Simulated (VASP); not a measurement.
Input of a VASP 6.6.1 run:

The input INCAR:

```
ALGO = Normal
EDIFF = 1E-6
ENCUT = 500
GGA = CA
GGA_COMPAT = False
ISIF = 2
ISMEAR = 0
LASPH = True
LCHARG = True
LELF = True
LREAL = False
LVHAR = True
LWAVE = False
NBANDS = 28
NELM = 120
PREC = Accurate
SIGMA = 0.1
```

Contents of KPOINTS:

```
k-points
0
Gamma
  4 4 4
```

The input POSCAR:

```
Ca3AsP
1.0
    5.3338990000      0.0000000000      0.0000000000
    0.0000000000      5.3338990000      0.0000000000
    0.0000000000      0.0000000000      5.3338990000
Ca P As
3 1 1
Direct
    0.0000000000      0.5000000000      0.5000000000
    0.5000000000      0.0000000000      0.5000000000
    0.5000000000      0.5000000000      0.0000000000
    0.5000000000      0.5000000000      0.5000000000
    0.0000000000      0.0000000000      0.0000000000
```

Potentials or basis: VASP PAW LDA potentials, release 64 (Ca_sv, P, As).

Run with:

```sh
$ cat potpaw_LDA.64/Ca_sv/POTCAR potpaw_LDA.64/P/POTCAR potpaw_LDA.64/As/POTCAR > POTCAR
$ mpirun -np 1 vasp_std > vasp.out
```

Question: What does it give for the pressure?

Answer: -2.7 GPa.
